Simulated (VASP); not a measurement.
## P: single point with PBEsol

P:

```
P
1.0
    -1.62385    2.41456    1.93330
     1.62385   -2.41456    1.93330
     1.62385    2.41456   -1.93330
P
2
Direct
  0.80331 0.05331 0.75000
  0.19669 0.94669 0.25000
```

This cell differs from its parent crystal: strain -0.040 along x and y, +0.040 along z.

```json
{
 "Program": "VASP 6.6.1",
 "Task": "single point",
 "Functional": "PBEsol",
 "Potentials or basis": "VASP PAW PBE potentials, release 64 (P)",
 "Cutoff": "520 eV",
 "k mesh": "18 × 18 × 18",
 "Occupations": "gaussian, width 0.15 eV",
 "Spin": "no spin polarisation",
 "Dipole correction": "no",
 "Further INCAR settings": "ALGO = Fast; EDIFF = 1e-06; NBANDS = 12"
}
```

| Property | Result |
| --- | --- |
| Pressure | 4.5 GPa |
| Largest force | 0.358 eV/Å |
| Band gap on the k mesh | zero (bands 5 and 6 overlap by 1.10 eV) |

Forces in eV/Å, atoms in the order of the input:
```
P    0.000  0.000 -0.358
P    0.000  0.000  0.358
```

Stress tensor (GPa, compression positive):
```
 6.68  0.00  0.00
 0.00  8.87  0.00
 0.00  0.00 -2.03
```

Levels at points of the mesh, in eV from the Fermi level:
```tsv
k point	band 1	band 2	band 3	band 4	band 5	band 6	band 7	band 8	band 9	band 10
(0.00, 0.00, 0.00)	-16.79	-3.40	-2.98	-2.83	-1.98	1.21	3.04	3.82	5.67	7.18
(0.50, 0.00, 0.00)	-14.27	-11.52	-2.74	-1.73	-1.41	1.03	1.22	2.22	7.66	8.95
(0.00, 0.50, 0.00)	-12.70	-10.23	-6.20	-5.51	-5.27	0.19	5.89	7.92	8.37	9.72
(0.50, 0.50, 0.00)	-12.32	-12.32	-3.89	-3.89	-0.47	-0.47	0.52	0.52	10.35	10.35
(0.50, 0.50, 0.50)	-12.84	-8.80	-8.59	-5.93	-4.60	0.29	6.79	9.09	9.69	9.78
```

Wall time 9.5 min on 1 thread of Oxide Virtual Turin-like Processor (shared host), peak memory 0.3 GiB.

Caveat: the cell differs from its parent crystal (strain -0.040 along x and y, +0.040 along z); the stress differs along the axes, from -2 to 9 GPa; the PAW data sets were made with another functional, which shifts forces and pressure a little.
